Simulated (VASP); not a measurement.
# Cr (P6/mmm) in VASP: further runs

Cr is run at these levels: PBE; tasks: single point.

Everything below comes from runs of VASP 6.6.1. Logs are shortened: lines on timing, memory, paths and dates and some standing lists are left out, and cuts for length are marked.

## 1. The cell of the first run

The structure is hexagonal, space group P6/mmm (No. 191). The conventional cell has a = 3.475 Å, b = 3.475 Å, c = 1.930 Å, α = 90.00°, β = 90.00°, γ = 120.00°. Cr (site symmetry 6/mmm) has 14 Cr at 1.93 to 2.23 Å within 2.6 Å. Cr (site symmetry -6m2) has 11 Cr at 1.93 to 2.23 Å within 2.6 Å.

This isn't the form of Cr at room conditions, which is bcc.

## 2. Single point, PBE, collinear spin, ferromagnetic start

INCAR

```
ALGO = Normal
EDIFF = 1E-7
ENCUT = 520
GGA = PE
ISIF = 2
ISMEAR = -1
ISPIN = 2
LASPH = T
LCHARG = F
LMAXMIX = 4
LORBIT = 11
LREAL = F
LWAVE = F
MAGMOM = 2 2 2
NBANDS = 29
NELM = 150
PREC = Accurate
SIGMA = 0.1
```

KPOINTS

```
k-points
0
Gamma
  11 11 15
```

POSCAR

```
Cr
1.0
    3.4747315447      0.0000000000      0.0000000000
   -1.7373657724      3.0092057890      0.0000000000
    0.0000000000      0.0000000000      1.9295306645
Cr
3
Direct
    0.0000000000      0.0000000000      0.0000000000
    0.3333333333      0.6666666667      0.5000000000
    0.6666666667      0.3333333333      0.5000000000
```

Potentials or basis: VASP PAW PBE potentials, release 64 (Cr_pv).

Run with:

```
$ cat potpaw_PBE.64/Cr_pv/POTCAR > POTCAR
$ mpirun -np 1 vasp_std > vasp.out
```

OUTCAR:

```text
EDIFF = 1E-7
   ENCUT = 520
   GGA = PE
   ISIF = 2
   ISMEAR = -1
   ISPIN = 2
   LASPH = T
   LORBIT = 11
   LREAL = F
   NELM = 150
   PREC = Accurate

 ion  position               nearest neighbor table
   1  0.000  0.000  0.000-   2 2.23   3 2.23   2 2.23   3 2.23   2 2.23   2 2.23   3 2.23   3 2.23
                             3 2.23   3 2.23   2 2.23   2 2.23
   2  0.333  0.667  0.500-   3 2.01   3 2.01   3 2.01   1 2.23   1 2.23   1 2.23   1 2.23   1 2.23
                             1 2.23   3 2.78   3 2.78   3 2.78   3 2.78   3 2.78   3 2.78
   3  0.667  0.333  0.500-   2 2.01   2 2.01   2 2.01   1 2.23   1 2.23   1 2.23   1 2.23   1 2.23
                             1 2.23   2 2.78   2 2.78   2 2.78   2 2.78   2 2.78   2 2.78

  LATTYP: Found a hexagonal cell.
 ALAT       =     3.4747315447
 C/A-ratio  =     0.5553035219

  Lattice vectors:

 A1 = (   3.4747315447,   0.0000000000,   0.0000000000)
 A2 = (  -1.7373657724,   3.0092057890,   0.0000000000)
 A3 = (   0.0000000000,   0.0000000000,   1.9295306645)

Analysis of symmetry for initial positions (statically):
=====================================================================
 Subroutine PRICEL returns:
 Original cell was already a primitive cell.

 Routine SETGRP: Setting up the symmetry group for a
 hexagonal supercell.

 Subroutine GETGRP returns: Found 24 space group operations
 (whereof 24 operations were pure point group operations)
 out of a pool of 24 trial point group operations.

The static configuration has the point symmetry D_6h.

Analysis of symmetry for dynamics (positions and initial velocities):
=====================================================================
 Subroutine PRICEL returns:
 Original cell was already a primitive cell.

 Routine SETGRP: Setting up the symmetry group for a
 hexagonal supercell.

 Subroutine GETGRP returns: Found 24 space group operations
 (whereof 24 operations were pure point group operations)
 out of a pool of 24 trial point group operations.

The dynamic configuration has the point symmetry D_6h.

Analysis of structural, dynamic, and magnetic symmetry:
=====================================================================
 Subroutine PRICEL returns:
 Original cell was already a primitive cell.

 Routine SETGRP: Setting up the symmetry group for a
 hexagonal supercell.

 Subroutine GETGRP returns: Found 24 space group operations
 (whereof 24 operations were pure point group operations)
 out of a pool of 24 trial point group operations.

The overall configuration has the point symmetry D_6h.

 Subroutine INISYM returns: Found 24 space group operations
 (whereof 24 operations are pure point group operations),
 and found     1 'primitive' translations

----------------------------------------------------------------------------------------

                                     Primitive cell

  volume of cell :      20.1755

  direct lattice vectors                    reciprocal lattice vectors
     3.474731545  0.000000000  0.000000000     0.287792017  0.166156799  0.000000000
    -1.737365772  3.009205789  0.000000000     0.000000000  0.332313597  0.000000000
     0.000000000  0.000000000  1.929530665     0.000000000  0.000000000  0.518260745

  length of vectors
     3.474731545  3.474731545  1.929530665     0.332313597  0.332313597  0.518260745

  position of ions in fractional coordinates (direct lattice)
     0.000000000  0.000000000  0.000000000
     0.333333333  0.666666667  0.500000000
     0.666666667  0.333333333  0.500000000

  ion indices of the primitive-cell ions
   primitive index   ion index
                 1           1
                 2           2
                 3           3

----------------------------------------------------------------------------------------

 KPOINTS: k-points

Automatic generation of k-mesh.
 Grid dimensions read from file:
 generate k-points for:   11   11   15

 Generating k-lattice:

  Cartesian coordinates                     Fractional coordinates (reciprocal lattice)
     0.026162911  0.015105164  0.000000000     0.090909091  0.000000000  0.000000000
     0.000000000  0.030210327  0.000000000     0.000000000  0.090909091  0.000000000
     0.000000000  0.000000000  0.034550716     0.000000000  0.000000000  0.066666667

  Length of vectors
     0.030210327  0.030210327  0.034550716

  Shift w.r.t. Gamma in fractional coordinates (k-lattice)
     0.000000000  0.000000000  0.000000000

 Subroutine IBZKPT returns following result:
 ===========================================

 Found    128 irreducible k-points:

 Following reciprocal coordinates:
            Coordinates               Weight
  0.000000  0.000000  0.000000      1.000000
  0.090909 -0.000000  0.000000      6.000000
  0.181818 -0.000000  0.000000      6.000000
  0.272727 -0.000000  0.000000      6.000000
  0.363636  0.000000  0.000000      6.000000
  0.454545 -0.000000  0.000000      6.000000
[... 16 lines left out ...]
  0.090909  0.090909  0.066667     12.000000
  0.181818  0.090909  0.066667     24.000000
 [... further k-points ...]
   k-points           NKPTS =    128   k-points in BZ     NKDIM =    128   number of bands    NBANDS=     29
   number of dos      NEDOS =    301   number of ions     NIONS =      3
   total plane-waves  NPLWV =  10976
   dimension x,y,z NGX =    28 NGY =   28 NGZ =   14
   dimension x,y,z NGXF=    56 NGYF=   56 NGZF=   28
   ions per type =               3
   NGX,Y,Z   is equivalent  to a cutoff of  13.40, 13.40, 12.06 a.u.
   NGXF,Y,Z  is equivalent  to a cutoff of  26.79, 26.79, 24.12 a.u.
 SYSTEM =  unknown system
   PREC   = accura    normal or accurate (medium, high low for compatibility)
   ISTART =      0    job   : 0-new  1-cont  2-samecut
   ICHARG =      2    charge: 1-file 2-atom 10-const
   ISPIN  =      2    spin polarized calculation?
   LNONCOLLINEAR =      F non collinear calculations
   LSORBIT =      F    spin-orbit coupling
   LASPH  =      T    aspherical Exc in radial PAW
   ENCUT  =  520.0 eV  38.22 Ry    6.18 a.u.   6.46  6.46  3.59*2*pi/ulx,y,z
   NELM   =    150;   NELMIN=  2; NELMDL= -5     # of ELM steps
   EDIFF  = 0.1E-06   stopping-criterion for ELM
   LREAL  =      F    real-space projection
   EDIFFG = 0.1E-05   stopping-criterion for IOM
   NSW    =      0    number of steps for IOM
   IBRION =     -1    ionic relax: 0-MD 1-quasi-New 2-CG
   NFREE  =      0    steps in history (QN), initial steepest desc. (CG)
   ISIF   =      2    stress and relaxation
   ISYM   =      2    0-nonsym 1-usesym 2-fastsym
   POTIM  = 0.5000    time-step for ionic-motion
   TEBEG  =    0.0;   TEEND  =   0.0 temperature during run
   PSTRESS=    0.0 pullay stress
   NELECT =      36.0000    total number of electrons
   NUPDOWN=      -1.0000    fix difference up-down
   EMIN   =  10.00;   EMAX   =-10.00  energy-range for DOS
   EFERMI =   0.00;   METHOD = LEGACY
   ISMEAR =    -1;   SIGMA  =   0.10  broadening in eV -4-tet -1-fermi 0-gaus
   EFERMI_NEDOS =   21; number of points for ismear=-14 and -15
   IALGO  =     38    algorithm
   IMIX   =      4    mixing-type and parameters
     AMIX     =   0.40;   BMIX     =  1.00
     AMIX_MAG =   1.60;   BMIX_MAG =  1.00
  volume/ion in A,a.u.               =       6.73        45.38
  Fermi-wavevector in a.u.,A,eV,Ry     =   1.985641  3.752317 53.644642  3.942770
  Thomas-Fermi vector in A             =   3.004722
   LORBIT       =     11    0 simple, 1 ext, 2 COOP (PROOUT), +10 PAW based schemes
   GGA     = PE    functional components
   LHFCALC =     F    Hartree Fock is set to
   AEXX    =    0.0000 exact exchange contribution
   IVDW    =     0    specifies the selected vdW correction
   LEPSILON=     F    determine dielectric tensor
   LRPA    =     F    only Hartree local field effects (RPA)
 spin polarized calculation
  energy-cutoff  :      520.00
  volume of cell :       20.18
 maximum number of plane-waves:       583
 NGX is ok and might be reduce to    28
   NGX = 13   NGY = 13   NGZ =  7

 number of electron      35.9999995 magnetization       0.0006505

 number of electron      35.9999995 magnetization      -0.0000348

 Free energy of the ion-electron system (eV)
  ---------------------------------------------------
  ext. energy  EPLUGINS =         0.00000000
  ---------------------------------------------------
  free energy    TOTEN  =       -14.92535617 eV

  energy without entropy =      -14.82779230  energy(sigma->0) =      -14.87657424

 E-fermi :  20.7154     XC(G=0): -17.0865

 val. band max:       20.7120042313   @ k =   0.1818   0.1818   0.4000
 cond. band min:      20.7172359775   @ k =   0.0909  -0.0000   0.4667
 fundamental gap:      0.0052317462
 Fermi energy:        20.7153698481

 spin component 1

 k-point     1 :       0.0000    0.0000    0.0000
  band No.  band energies     occupation
      1     -23.9363      1.00000
      2     -23.9363      1.00000
      3     -23.5113      1.00000
      4     -23.5113      1.00000
      5     -20.8636      1.00000
      6     -20.7828      1.00000
[... 757 lines left out ...]
     28      28.7834      0.00000
     29      30.1974      0.00000

 [... further k-points ...]

 spin component 2

 k-point     1 :       0.0000    0.0000    0.0000
  band No.  band energies     occupation
      1     -23.9363      1.00000
      2     -23.9363      1.00000
      3     -23.5113      1.00000
      4     -23.5113      1.00000
      5     -20.8636      1.00000
      6     -20.7828      1.00000
[... 757 lines left out ...]
     28      28.7834      0.00000
     29      30.1974      0.00000

 [... further k-points ...]

------------------------ aborting loop because EDIFF is reached ----------------------------------------

  FORCE on cell =-STRESS in cart. coord.  units (eV):
  Direction    XX          YY          ZZ          XY          YZ          ZX
  --------------------------------------------------------------------------------------
  -------------------------------------------------------------------------------------
  Total       53.3289147     53.3289147     55.4081660     -0.0000000      0.0000000      0.0000000
  in kB     4234.9520468   4234.9520467   4400.0694106     -0.0000001      0.0000000      0.0000000
  external PRESSURE =    4289.9911681 kB  Pullay stress =       0.0000000 kB

 VOLUME and BASIS-vectors are now :
 -----------------------------------------------------------------------------
  energy-cutoff  :      520.00
  volume of cell :       20.18
      direct lattice vectors                 reciprocal lattice vectors
     3.474731545  0.000000000  0.000000000     0.287792017  0.166156799  0.000000000
    -1.737365772  3.009205789  0.000000000     0.000000000  0.332313597  0.000000000
     0.000000000  0.000000000  1.929530665     0.000000000  0.000000000  0.518260745

 POSITION                                       TOTAL-FORCE (eV/Angst)
 -----------------------------------------------------------------------------------
      0.00000      0.00000      0.00000         0.000000      0.000000     -0.000000
     -0.00000      2.00614      0.96477        -0.000000      0.000000     -0.000000
      1.73737      1.00307      0.96477         0.000000     -0.000000      0.000000
 -----------------------------------------------------------------------------------
    total drift:                                0.000000      0.000000     -0.000000

  FREE ENERGIE OF THE ION-ELECTRON SYSTEM (eV)
  ---------------------------------------------------
  free  energy   TOTEN  =       -14.9253561712 eV

  energy  without entropy=      -14.8277923001  energy(sigma->0) =      -14.87657424

 total charge

# of ion       s       p       d       tot
------------------------------------------
    1        0.653   6.820   5.403  12.877
    2        0.661   6.763   5.526  12.950
    3        0.661   6.763   5.526  12.950
--------------------------------------------------
tot          1.975  20.347  16.454  38.776

 magnetization (x)

# of ion       s       p       d       tot
------------------------------------------
    1        0.000  -0.000  -0.000  -0.000
    2        0.000  -0.000  -0.000  -0.000
    3        0.000  -0.000  -0.000  -0.000
--------------------------------------------------
tot          0.000  -0.000  -0.000  -0.000
```

Run time: 70 s. Hardware: 1 thread of Intel Xeon 6975P-C (Granite Rapids), shared host; peak memory 0.22 GiB.

What came out:

| Quantity | Value |
| --- | --- |
| Free energy | -14.9254 eV |
| Pressure | 429.0 GPa |
| Band gap on the k mesh | zero (filled and empty bands overlap) |
| Net moment | 0.00 μB per cell |

Stress tensor (GPa, compression positive):
```
423.50   0.00   0.00
  0.00 423.50   0.00
  0.00   0.00 440.01
```

Caveat: atoms lie so close that the PAW spheres overlap strongly, which falsifies energies and pressures; the cell stands under pressure.

(Continued in part 2 of 2.)
